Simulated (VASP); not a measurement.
Write the native input for VASP 6.6.1 that does the following.

```yaml
Task: single point
Functional: PBE
Potentials_or_basis: VASP PAW PBE potentials, release 64 (Hf_pv, O)
Cutoff: 520 eV
k_mesh: 8 × 8 × 8
Occupations: gaussian, width 0.05 eV
Spin: no spin polarisation
Dipole_correction: no
Further_INCAR_settings: ALGO = Normal; EDIFF = 1e-06; NBANDS = 18
```

The structure of HfO2 lies in POSCAR:

```
HfO2
1.0
    0.0000000000      2.4615937500      2.5575000000
    2.6534062500      0.0000000000      2.5575000000
    2.6534062500      2.4615937500      0.0000000000
Hf O
1 2
Direct
    0.0000000000      0.0000000000      0.0000000000
    0.2500000000      0.2500000000      0.2500000000
    0.7500000000      0.7500000000      0.7500000000
```

This cell differs from its parent crystal: strain +0.0375 x Voigt [1, -1, 0, 0, 0, 0].

One way to write it, as run:

INCAR

```
SYSTEM = HfO2
  PREC = Accurate
  ENCUT = 520
  EDIFF = 1E-6
  ISMEAR = 0
  SIGMA = 0.05
  LREAL = .False.
  LASPH = .True.
  NELM = 60
  ALGO = Normal
  ISIF = 2
  LWAVE = .False.
  LCHARG = .True.
  GGA = PE
  LELF = .True.
  LVHAR = .True.
  NBANDS = 18
```

KPOINTS

```
Automatic mesh
0
Gamma
  8 8 8
  0 0 0
```

Potentials or basis: VASP PAW PBE potentials, release 64 (Hf_pv, O).

Command:

```bash
$ cat potpaw_PBE.64/Hf_pv/POTCAR potpaw_PBE.64/O/POTCAR > POTCAR
$ mpirun -np 1 vasp_std > vasp.out
```

It gave:

- Pressure: -5.5 GPa
- Band gap on the k mesh: 2.92 eV, indirect (least direct gap 3.19 eV)

Caveat: the cell differs from its parent crystal (strain +0.0375 x Voigt [1, -1, 0, 0, 0, 0]); spin-orbit coupling is left out, which moves the levels of the heavy elements.

It took 36 s on 1 thread of Intel(R) Xeon(R) 6975P-C (Granite Rapids), with other jobs on the host, peak memory 0.19 GiB.
